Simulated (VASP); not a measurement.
# Cs: single point with PBEsol

Cs:

```
Cs
1.0
     5.25182    0.00000    0.00000
    -2.62591    4.54821    0.00000
     0.00000    0.00000    8.50795
Cs
2
Direct
  0.33333 0.66667 0.25000
  0.66667 0.33333 0.75000
```

This cell differs from its parent crystal: volume scaled by 0.92.

```json
{
  "Program": "VASP 6.6.1",
  "Task": "single point",
  "Functional": "PBEsol",
  "Potentials or basis": "VASP PAW PBE potentials, release 64 (Cs_sv)",
  "Cutoff": "520 eV",
  "k mesh": "8 × 8 × 5",
  "Occupations": "fermi-dirac, width 0.08 eV",
  "Spin": "no spin polarisation",
  "Dipole correction": "no",
  "Further INCAR settings": "ALGO = Normal; EDIFF = 1e-07; NBANDS = 16"
}
```

```
Pressure               : 0.2 GPa
Band gap on the k mesh : zero (band 9 reaches 1.21 eV, above the bottom of band 10 at -0.17 eV)
```

Levels at points of the mesh, in eV from the Fermi level:
```tsv
k point	band 5	band 6	band 7	band 8	band 9	band 10	band 11	band 12	band 13	band 14
(0.00, 0.00, 0.00)	-10.49	-10.46	-10.46	-10.46	-1.80	-0.06	0.93	2.45	2.45	2.52
(0.50, 0.00, 0.00)	-10.58	-10.54	-10.51	-10.49	-0.02	0.36	0.73	0.97	1.77	2.18
```

Run time: 33 s on 1 thread of Intel(R) Xeon(R) 6975P-C (Granite Rapids), on a shared host, peak memory 0.32 GiB.

Caveat: the PAW data sets were made with another functional, which shifts forces and pressure a little; spin-orbit coupling is left out, which moves the levels of the heavy elements.
